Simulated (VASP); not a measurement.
Here is a VASP 6.6.1 calculation.

The input INCAR:

```
SYSTEM = Cr
PREC = Accurate
ENCUT = 520
EDIFF = 1E-7
ISMEAR = -1
SIGMA = 0.1
LREAL = .FALSE.
LASPH = .TRUE.
NELM = 60
ALGO = Normal
ISIF = 2
LWAVE = .FALSE.
LCHARG = .FALSE.
GGA = RE
NBANDS = 58
```

File KPOINTS:

```
regular mesh
0
G
  6 6 6
  0 0 0
```

File POSCAR:

```
Cr
1.0
    4.5646455447      0.0000000000      0.0000000000
    0.0000000000      4.5646455447      0.0000000000
    0.0000000000      0.0000000000      4.5646455447
Cr
8
Direct
    1.0000000000      0.0000000000      0.0000000000
    0.5000000000      0.5000000000      0.5000000000
    0.2500000000      0.0000000000      0.5000000000
    0.7500000000      1.0000000000      0.5000000000
    0.5000000000      0.2500000000      1.0000000000
    0.5000000000      0.7500000000      0.0000000000
    0.0000000000      0.5000000000      0.2500000000
    0.0000000000      0.5000000000      0.7500000000
```

Potentials or basis: VASP PAW PBE potentials, release 64 (Cr_pv).

Launch:

```bash
$ cat potpaw_PBE.64/Cr_pv/POTCAR > POTCAR
$ mpirun -np 1 vasp_std > vasp.out
```

(1) What does it give for the pressure?

(2) What does it give for the band gap on the k mesh?

Answers

(1) -0.3 GPa.

(2) zero (band 48 reaches 10.61 eV, above the bottom of band 49 at 10.21 eV).

Caveat: the PAW data sets were made with another functional, which shifts forces and pressure a little; the run has no spin polarisation, though such a crystal can be magnetic.
